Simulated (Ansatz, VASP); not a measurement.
PbO in VASP and in Ansatz

File INCAR:

```
  PREC = Accurate
  ENCUT = 520
  EDIFF = 1E-7
  ISMEAR = 0
  SIGMA = 0.02
  LREAL = False
  LASPH = True
  NELM = 60
  ALGO = Normal
  ISIF = 2
  LWAVE = False
  LCHARG = True
  LDIPOL = True
  IDIPOL = 3
  DIPOL = 0.5 0.5 0.500
  GGA = PE
  IVDW = 12
  LELF = True
  LVHAR = True
  LVACPOTAV = True
  NBANDS = 28
```

The input KPOINTS:

```
Automatic mesh
0
Gamma
  6 6 1
```

Contents of POSCAR:

```
PbO
1.0
    3.7980000000      0.0000000000      0.0000000000
    0.0000000000      3.7980000000      0.0000000000
    0.0000000000      0.0000000000     30.7493267952
Pb O
2 2
Direct
    0.5000000000      0.0000000000      0.4634788752
    0.0000000000      0.5000000000      0.5365211248
    0.0000000000      0.0000000000      0.5000000000
    0.5000000000      0.5000000000      0.5000000000
```

Input for Ansatz:

```yaml
crystal:
  lattice:
    - [3.798, 0.0, 0.0]
    - [0.0, 3.798, 0.0]
    - [0.0, 0.0, 30.7493267952]
  atoms:
    - { symbol: Pb, position: [0.5, 0.0, 0.4634788752] }
    - { symbol: O, position: [0.0, 0.0, 0.5] }
    - { symbol: O, position: [0.5, 0.5, 0.5] }
    - { symbol: Pb, position: [0.0, 0.5, 0.5365211248] }
  periodic: [true, true, false]
basis:
  ecutwfc: 420
kpoints:
  mp_grid: { grid: [6, 6, 1] }
hamiltonian:
  xc: pbe
  dispersion: d3bj
scf:
  occupations: { method: gaussian, width: 0.02 }
output:
  forces: true
  stress: true
  eigenvalues: true
  write_density: true
  write_potential: true
  elf: true
  volumetric_format: npy
```

Alike in both runs: task single point; functional PBE; dispersion D3(BJ); k mesh 6 × 6 × 1; occupations gaussian, width 0.02 eV; no spin polarisation.

|  | VASP | Ansatz |
| --- | --- | --- |
| version | VASP 6.6.1 | Ansatz 0.2.0 |
| potentials or method | VASP PAW PBE potentials, release 64 (Pb_d, O), cutoff 520 eV | scalar-relativistic, plane waves, PAW |
| valence electrons in the cell | 40 | 40 |

Ansatz gave:

| Property | Result |
| --- | --- |
| gap on the k mesh at the Fermi level (eV) | 2.81 |
| least direct gap on the mesh (eV) | 2.81 |
| rms of the force components (eV/Å) | 1.374 |

Question: Which values does VASP return?

Answer: gap on the k mesh at the Fermi level (eV): 2.77; least direct gap on the mesh (eV): 2.77; rms of the force components (eV/Å): 1.402.

Ansatz's warnings: xc potential rough in thin density.

Spin-orbit coupling is off throughout.
